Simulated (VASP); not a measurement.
## Zr: single point with LDA

The system is Zr.

```
Zr
1.0
     0.00000    2.00131    2.25500
     2.25500    0.00000    2.25500
     2.25500    2.00131    0.00000
Zr
1
Cartesian
  0.0000 0.0000 0.0000
```

This cell differs from its parent crystal: strain -0.1125 x Voigt [0, 1, 0, 0, 0, 0].

```
Program                : VASP 6.6.1
Task                   : single point
Functional             : LDA
Potentials or basis    : VASP PAW LDA potentials, release 64 (Zr_sv)
Cutoff                 : 520 eV
k mesh                 : 18 × 18 × 18
Occupations            : gaussian, width 0.15 eV
Spin                   : no spin polarisation
Dipole correction      : no
Further INCAR settings : ALGO = Normal; EDIFF = 1e-07; NBANDS = 12
```

| Property | Result |
| --- | --- |
| Pressure | 5.9 GPa |
| Band gap on the k mesh | zero (band 6 reaches 11.24 eV, above the bottom of band 7 at 9.48 eV) |

Stress tensor (GPa, compression positive):
```
5.47 0.00 0.00
0.00 6.72 0.00
0.00 0.00 5.47
```

Levels at points of the mesh, in eV from the Fermi level:
```tsv
k point	band 2	band 3	band 4	band 5	band 6	band 7	band 8	band 9	band 10	band 11
(0.00, 0.00, 0.00)	-25.58	-25.58	-25.56	-5.65	0.70	0.70	1.98	2.85	4.58	11.07
(0.50, 0.00, 0.00)	-27.07	-25.88	-25.65	-3.25	0.03	1.72	1.86	5.53	6.54	10.62
(0.50, 0.50, 0.00)	-26.98	-26.13	-25.87	-3.46	-2.40	3.31	5.78	5.95	7.23	10.55
(0.50, 0.00, 0.50)	-26.90	-26.28	-26.28	-3.50	-2.88	5.36	6.03	6.66	6.66	10.01
```

Run time: 51 s on 1 thread of Intel(R) Xeon(R) Platinum 8488C (Sapphire Rapids) (shared host), peak memory 0.21 GiB.

Caveat: the cell differs from its parent crystal (strain -0.1125 x Voigt [0, 1, 0, 0, 0, 0]).
